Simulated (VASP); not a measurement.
# Mg (P6_3/mmc) in VASP: notebook

Mg is run at these levels: r2SCAN; tasks: single point.

Program: VASP 6.6.1. These are calculated values, not measurements. Logs are shortened: lines on timing, memory, paths and dates and some standing lists are left out, and cuts for length are marked.

### Step 1. The cell of the first run

It takes space group P6_3/mmc (No. 194, hexagonal). The conventional cell has a = 3.099 Å, b = 3.099 Å, c = 4.996 Å, α = 90.00°, β = 90.00°, γ = 120.00°. Mg (site symmetry -6m2) has 12 Mg at 3.07 to 3.10 Å within 4.0 Å.

### Step 2. Single point, r2SCAN (20.77 Å³/atom)

Input file POSCAR:

```
Mg
1.0
    3.0985634982      0.0000000000      0.0000000000
   -1.5492817491      2.6834347047      0.0000000000
    0.0000000000      0.0000000000      4.9958216797
Mg
2
Direct
    0.3333333333      0.6666666667      0.2500000000
    0.6666666667      0.3333333333      0.7500000000
```

Input file INCAR.step1:

```
SYSTEM = Mg
ALGO = Normal ; EDIFF = 1E-4
ENCUT = 520 ; GGA = PE
ISMEAR = 0 ; LASPH = .TRUE.
LCHARG = .FALSE. ; LREAL = .FALSE.
LWAVE = .TRUE. ; NBANDS = 9
NELM = 60 ; PREC = Accurate
SIGMA = 0.05
```

Input file INCAR.step2:

```
SYSTEM = Mg
ALGO = Normal ; EDIFF = 1E-7
ENCUT = 520 ; ISIF = 2
ISMEAR = 0 ; ISTART = 1
LASPH = .TRUE. ; LCHARG = .FALSE.
LMIXTAU = .TRUE. ; LREAL = .FALSE.
LWAVE = .FALSE. ; METAGGA = R2SCAN
NBANDS = 9 ; NELM = 60
PREC = Accurate ; SIGMA = 0.05
```

Input file KPOINTS:

```
k-points
0
G
  16 16 10
  0 0 0
```

Potentials or basis: VASP PAW PBE potentials, release 64 (Mg).

Command:

```sh
cat potpaw_PBE.64/Mg/POTCAR > POTCAR
cp INCAR.step1 INCAR
mpirun -np 1 vasp_std > vasp.out
cp INCAR.step2 INCAR
mpirun -np 1 vasp_std > vasp.out
```

OUTCAR:

```text
SYSTEM = Mg
   EDIFF = 1E-7
   ENCUT = 520
   ISIF = 2
   ISMEAR = 0
   ISTART = 1
   LASPH = .TRUE.
   LREAL = .FALSE.
   METAGGA = R2SCAN
   NELM = 60
   PREC = Accurate

 ion  position               nearest neighbor table
   1  0.333  0.667  0.250-   2 3.07   2 3.07   2 3.07   2 3.07   2 3.07   2 3.07
   2  0.667  0.333  0.750-   1 3.07   1 3.07   1 3.07   1 3.07   1 3.07   1 3.07

  LATTYP: Found a hexagonal cell.
 ALAT       =     3.0985634982
 C/A-ratio  =     1.6123025017

  Lattice vectors:

 A1 = (   3.0985634982,   0.0000000000,   0.0000000000)
 A2 = (  -1.5492817491,   2.6834347047,   0.0000000000)
 A3 = (   0.0000000000,   0.0000000000,   4.9958216797)

Analysis of symmetry for initial positions (statically):
=====================================================================
 Subroutine PRICEL returns:
 Original cell was already a primitive cell.

 Routine SETGRP: Setting up the symmetry group for a
 hexagonal supercell.

 Subroutine GETGRP returns: Found 24 space group operations
 (whereof 12 operations were pure point group operations)
 out of a pool of 24 trial point group operations.

The static configuration has the point symmetry D_3d.
 The point group associated with its full space group is D_6h.

Analysis of symmetry for dynamics (positions and initial velocities):
=====================================================================
 Subroutine PRICEL returns:
 Original cell was already a primitive cell.

 Routine SETGRP: Setting up the symmetry group for a
 hexagonal supercell.

 Subroutine GETGRP returns: Found 24 space group operations
 (whereof 12 operations were pure point group operations)
 out of a pool of 24 trial point group operations.

The dynamic configuration has the point symmetry D_3d.
 The point group associated with its full space group is D_6h.

 Subroutine INISYM returns: Found 24 space group operations
 (whereof 12 operations are pure point group operations),
 and found     1 'primitive' translations

----------------------------------------------------------------------------------------

                                     Primitive cell

  volume of cell :      41.5392

  direct lattice vectors                    reciprocal lattice vectors
     3.098563498  0.000000000  0.000000000     0.322730194  0.186328365  0.000000000
    -1.549281749  2.683434705  0.000000000     0.000000000  0.372656729  0.000000000
     0.000000000  0.000000000  4.995821680     0.000000000  0.000000000  0.200167273

  length of vectors
     3.098563498  3.098563498  4.995821680     0.372656729  0.372656729  0.200167273

  position of ions in fractional coordinates (direct lattice)
     0.333333333  0.666666667  0.250000000
     0.666666667  0.333333333  0.750000000

  ion indices of the primitive-cell ions
   primitive index   ion index
                 1           1
                 2           2

----------------------------------------------------------------------------------------

 KPOINTS: k-points

Automatic generation of k-mesh.
 Grid dimensions read from file:
 generate k-points for:   16   16   10

 Generating k-lattice:

  Cartesian coordinates                     Fractional coordinates (reciprocal lattice)
     0.020170637  0.011645523  0.000000000     0.062500000  0.000000000  0.000000000
     0.000000000  0.023291046  0.000000000     0.000000000  0.062500000  0.000000000
     0.000000000  0.000000000  0.020016727     0.000000000  0.000000000  0.100000000

  Length of vectors
     0.023291046  0.023291046  0.020016727

  Shift w.r.t. Gamma in fractional coordinates (k-lattice)
     0.000000000  0.000000000  0.000000000

 Subroutine IBZKPT returns following result:
 ===========================================

 Found    180 irreducible k-points:

 Following reciprocal coordinates:
            Coordinates               Weight
  0.000000  0.000000  0.000000      1.000000
  0.062500  0.000000  0.000000      6.000000
  0.125000  0.000000  0.000000      6.000000
  0.187500 -0.000000  0.000000      6.000000
  0.250000  0.000000  0.000000      6.000000
  0.312500  0.000000  0.000000      6.000000
[... 16 lines left out ...]
  0.187500  0.187500  0.000000      6.000000
  0.250000  0.187500  0.000000     12.000000
 [... further k-points ...]
   k-points           NKPTS =    180   k-points in BZ     NKDIM =    180   number of bands    NBANDS=      9
   number of dos      NEDOS =    301   number of ions     NIONS =      2
   total plane-waves  NPLWV =  23040
   dimension x,y,z NGX =    24 NGY =   24 NGZ =   40
   dimension x,y,z NGXF=    48 NGYF=   48 NGZF=   80
   ions per type =               2
   NGX,Y,Z   is equivalent  to a cutoff of  12.88, 12.88, 13.31 a.u.
   NGXF,Y,Z  is equivalent  to a cutoff of  25.75, 25.75, 26.62 a.u.
 SYSTEM =  Mg
   PREC   = accura    normal or accurate (medium, high low for compatibility)
   ISTART =      1    job   : 0-new  1-cont  2-samecut
   ICHARG =      0    charge: 1-file 2-atom 10-const
   ISPIN  =      1    spin polarized calculation?
   LNONCOLLINEAR =      F non collinear calculations
   LSORBIT =      F    spin-orbit coupling
   LASPH  =      T    aspherical Exc in radial PAW
   ENCUT  =  520.0 eV  38.22 Ry    6.18 a.u.   5.76  5.76  9.29*2*pi/ulx,y,z
   NELM   =     60;   NELMIN=  2; NELMDL=  0     # of ELM steps
   EDIFF  = 0.1E-06   stopping-criterion for ELM
   LREAL  =      F    real-space projection
   EDIFFG = 0.1E-05   stopping-criterion for IOM
   NSW    =      0    number of steps for IOM
   IBRION =     -1    ionic relax: 0-MD 1-quasi-New 2-CG
   NFREE  =      0    steps in history (QN), initial steepest desc. (CG)
   ISIF   =      2    stress and relaxation
   ISYM   =      2    0-nonsym 1-usesym 2-fastsym
   POTIM  = 0.5000    time-step for ionic-motion
   TEBEG  =    0.0;   TEEND  =   0.0 temperature during run
   PSTRESS=    0.0 pullay stress
   NELECT =       4.0000    total number of electrons
   NUPDOWN=      -1.0000    fix difference up-down
   EMIN   =  10.00;   EMAX   =-10.00  energy-range for DOS
   EFERMI =   0.00;   METHOD = LEGACY
   ISMEAR =     0;   SIGMA  =   0.05  broadening in eV -4-tet -1-fermi 0-gaus
   EFERMI_NEDOS =   21; number of points for ismear=-14 and -15
   IALGO  =     38    algorithm
   IMIX   =      4    mixing-type and parameters
     AMIX     =   0.40;   BMIX     =  1.00
     AMIX_MAG =   1.60;   BMIX_MAG =  1.00
  volume/ion in A,a.u.               =      20.77       140.16
  Fermi-wavevector in a.u.,A,eV,Ry     =   0.750370  1.417993  7.660827  0.563055
  Thomas-Fermi vector in A             =   1.847105
   LORBIT       =      0    0 simple, 1 ext, 2 COOP (PROOUT), +10 PAW based schemes
   METAGGA = R2SCAN    functional components
   LHFCALC =     F    Hartree Fock is set to
   AEXX    =    0.0000 exact exchange contribution
   IVDW    =     0    specifies the selected vdW correction
   LEPSILON=     F    determine dielectric tensor
   LRPA    =     F    only Hartree local field effects (RPA)
 non-spin polarized calculation
 Gauss-broadening in eV      SIGMA  =   0.05
  energy-cutoff  :      520.00
  volume of cell :       41.54
 maximum number of plane-waves:      1134
 NGX is ok and might be reduce to    24
   NGX = 11   NGY = 11   NGZ = 19

 number of electron       4.0000000 magnetization

 Free energy of the ion-electron system (eV)
  ---------------------------------------------------
  ext. energy  EPLUGINS =         0.00000000
  ---------------------------------------------------
  free energy    TOTEN  =        -8.25476055 eV

  energy without entropy =       -8.25376534  energy(sigma->0) =       -8.25426294

 E-fermi :   3.2135     XC(G=0):  -9.3695

 val. band max:        3.2000259268   @ k =   0.0625   0.0625   0.1000
 cond. band min:       3.2146141491   @ k =   0.4375   0.0625   0.5000
 fundamental gap:      0.0145882223
 Fermi energy:         3.2134732346

 k-point     1 :       0.0000    0.0000    0.0000
  band No.  band energies     occupation
      1      -4.6551      2.00000
      2       1.1555      2.00000
      3       2.0646      2.00000
      4      15.4140      0.00000
      5      15.4140      0.00000
      6      15.7724      0.00000
      7      15.7724      0.00000
      8      16.4330      0.00000
      9      18.5461      0.00000

 k-point     2 :       0.0625    0.0000    0.0000
  band No.  band energies     occupation
      1      -4.5681      2.00000
      2       1.2348      2.00000
      3       2.1464      2.00000
      4      13.6597      0.00000
      5      14.5274      0.00000
      6      15.3766      0.00000
      7      16.7583      0.00000
      8      17.3328      0.00000
      9      18.8185      0.00000

 k-point     3 :       0.1250    0.0000    0.0000
  band No.  band energies     occupation
      1      -4.3076      2.00000
      2       1.4730      2.00000
      3       2.3894      2.00000
      4      11.5155      0.00000
      5      13.6135      0.00000
      6      14.3363      0.00000
      7      16.7505      0.00000
      8      17.5207      0.00000
      9      17.8559      0.00000

 k-point     4 :       0.1875   -0.0000    0.0000
  band No.  band energies     occupation
      1      -3.8751      2.00000
      2       1.8703      2.00000
      3       2.7841      2.00000
      4       9.4509      0.00000
      5      12.8341      0.00000
      6      13.2195      0.00000
      7      14.6644      0.00000
      8      16.5669      0.00000
      9      17.7473      0.00000

 k-point     5 :       0.2500    0.0000    0.0000
  band No.  band energies     occupation
      1      -3.2731      2.00000
      2       2.4272      2.00000
      3       3.3020      0.01233
      4       7.5389      0.00000
      5      12.0769      0.00000
      6      12.1954      0.00000
      7      12.6843      0.00000
      8      15.3849      0.00000
      9      17.0118      0.00000

 k-point     6 :       0.3125    0.0000    0.0000
  band No.  band energies     occupation
      1      -2.5053      2.00000
      2       3.1444      1.94928
      3       3.8033      0.00000
      4       5.9270      0.00000
      5      10.8451      0.00000
      6      10.8951      0.00000
      7      11.6989      0.00000
      8      14.3975      0.00000
      9      16.4315      0.00000
[... 169 lines left out ...]
 k-point    21 :       0.3750    0.1250    0.0000
  band No.  band energies     occupation
      1      -0.2469      2.00000
      2       2.3296      2.00000
      3       5.3009      0.00000
      4       6.1564      0.00000
      5       7.6099      0.00000
      6       7.8753      0.00000
      7      10.1931      0.00000
      8      13.0257      0.00000
      9      14.7034      0.00000

 k-point    22 :       0.4375    0.1250    0.0000
  band No.  band energies     occupation
      1       0.8593      2.00000
      2       1.1077      2.00000
      3       6.4080      0.00000
      4       6.6067      0.00000
      5       6.6165      0.00000
      6       7.3325      0.00000
      7       9.7738      0.00000
      8      12.9429      0.00000
      9      14.6353      0.00000

 k-point    23 :       0.1875    0.1875    0.0000
  band No.  band energies     occupation
      1      -2.3356      2.00000
      2       3.3040      0.01048
      3       4.0214      0.00000
      4       6.6941      0.00000
      5       7.6810      0.00000
      6      12.0091      0.00000
      7      12.6149      0.00000
      8      13.2185      0.00000
      9      14.4205      0.00000

 k-point    24 :       0.2500    0.1875    0.0000
  band No.  band energies     occupation
      1      -1.4924      2.00000
      2       4.1023      0.00000
      3       4.2782      0.00000
      4       5.5226      0.00000
      5       7.1233      0.00000
      6      10.4891      0.00000
      7      11.8837      0.00000
      8      12.0208      0.00000
      9      13.7415      0.00000

 [... further k-points ...]

------------------------ aborting loop because EDIFF is reached ----------------------------------------

  FORCE on cell =-STRESS in cart. coord.  units (eV):
  Direction    XX          YY          ZZ          XY          YZ          ZX
  --------------------------------------------------------------------------------------
  -------------------------------------------------------------------------------------
  Total        0.9420509      0.9420509      0.9218252      0.0000000      0.0000000      0.0000000
  in kB       36.3351192     36.3351192     35.5550081      0.0000000      0.0000000      0.0000000
  external PRESSURE =      36.0750822 kB  Pullay stress =       0.0000000 kB

 VOLUME and BASIS-vectors are now :
 -----------------------------------------------------------------------------
  energy-cutoff  :      520.00
  volume of cell :       41.54
      direct lattice vectors                 reciprocal lattice vectors
     3.098563498  0.000000000  0.000000000     0.322730194  0.186328365  0.000000000
    -1.549281749  2.683434705  0.000000000     0.000000000  0.372656729  0.000000000
     0.000000000  0.000000000  4.995821680     0.000000000  0.000000000  0.200167273

 POSITION                                       TOTAL-FORCE (eV/Angst)
 -----------------------------------------------------------------------------------
     -0.00000      1.78896      1.24896         0.000000     -0.000000      0.000000
      1.54928      0.89448      3.74687        -0.000000      0.000000      0.000000
 -----------------------------------------------------------------------------------
    total drift:                               -0.000000      0.000000     -0.000000

  FREE ENERGIE OF THE ION-ELECTRON SYSTEM (eV)
  ---------------------------------------------------
  free  energy   TOTEN  =        -8.2547605482 eV

  energy  without entropy=       -8.2537653390  energy(sigma->0) =       -8.25426294
```

Run time: 85 s. Hardware: 1 thread of Intel Xeon 6975P-C (Granite Rapids), shared host; peak memory 0.21 GiB.

What came out:

```yaml
Free_energy: -8.2548 eV
Pressure: 3.6 GPa
Band_gap_on_the_k_mesh: zero (bands 2 and 3 overlap by 2.16 eV)
```

Levels at points of the mesh, in eV from the Fermi level:
| k point | band 1 | band 2 | band 3 | band 4 | band 5 |
| --- | --- | --- | --- | --- | --- |
| (0.00, 0.00, 0.00) | -7.87 | -2.06 | -1.15 | 12.20 | 12.20 |
| (0.50, 0.00, 0.00) | -2.60 | -2.35 | 2.96 | 3.14 | 3.91 |
| (0.00, 0.00, 0.50) | -6.28 | -6.28 | 5.80 | 5.80 | 12.98 |
| (0.50, 0.00, 0.50) | -1.40 | -1.40 | -0.40 | -0.40 | 8.85 |

Caveat: the cell stands under pressure; the PAW data sets were made with another functional, which shifts forces and pressure a little.

### Step 3. Single point, r2SCAN (17.16 Å³/atom)

This run uses another cell than the first one, of 17.16 Å³/atom.

Input file POSCAR:

```
Mg
1.0
    2.9073835048      0.0000000000      0.0000000000
   -1.4536917524      2.5178679738      0.0000000000
    0.0000000000      0.0000000000      4.6875816983
Mg
2
Direct
    0.3333333333      0.6666666667      0.2500000000
    0.6666666667      0.3333333333      0.7500000000
```

Input file INCAR.step1:

```
PREC = Accurate ; ENCUT = 520
ISMEAR = 0 ; SIGMA = 0.05
LREAL = F ; LASPH = T
NELM = 60 ; NBANDS = 9
GGA = PE ; ALGO = Normal
EDIFF = 1E-4 ; LWAVE = T
LCHARG = F
```

Input file INCAR.step2:

```
PREC = Accurate ; ENCUT = 520
EDIFF = 1E-7 ; ISMEAR = 0
SIGMA = 0.05 ; LREAL = F
LASPH = T ; NELM = 60
ALGO = Normal ; ISIF = 2
LWAVE = F ; LCHARG = F
METAGGA = R2SCAN ; LMIXTAU = T
NBANDS = 9 ; ISTART = 1
```

Input file KPOINTS:

```
Automatic mesh
0
Gamma
  18 18 10
```

Potentials or basis: VASP PAW PBE potentials, release 64 (Mg).

Command:

```sh
cat potpaw_PBE.64/Mg/POTCAR > POTCAR
cp INCAR.step1 INCAR
mpirun -np 1 vasp_std > vasp.out
cp INCAR.step2 INCAR
mpirun -np 1 vasp_std > vasp.out
```

Run time: 75 s. Hardware: 1 thread of Intel Xeon 6975P-C (Granite Rapids), shared host; peak memory 0.2 GiB.

It converged, with:

| Property | Result |
| --- | --- |
| Free energy | -7.8204 eV |
| Pressure | 18.1 GPa |
| Band gap on the k mesh | zero (bands 2 and 3 overlap by 2.10 eV) |

Levels at points of the mesh, in eV from the Fermi level:
| k point | band 1 | band 2 | band 3 | band 4 | band 5 | band 6 | band 7 |
| --- | --- | --- | --- | --- | --- | --- | --- |
| (0.00, 0.00, 0.00) | -8.79 | -2.37 | -1.14 | 13.42 | 13.42 | 14.24 | 14.24 |
| (0.50, 0.00, 0.00) | -2.96 | -2.53 | 3.21 | 3.33 | 4.59 | 4.67 | 9.05 |
| (0.00, 0.00, 0.50) | -6.99 | -6.99 | 6.45 | 6.45 | 14.23 | 14.23 | 14.23 |
| (0.50, 0.00, 0.50) | -1.62 | -1.62 | -0.35 | -0.35 | 9.55 | 9.55 | 10.43 |

Caveat: the cell stands under pressure; the PAW data sets were made with another functional, which shifts forces and pressure a little.

The gap in the log of VASP goes by the Fermi energy; the results here count the filled bands.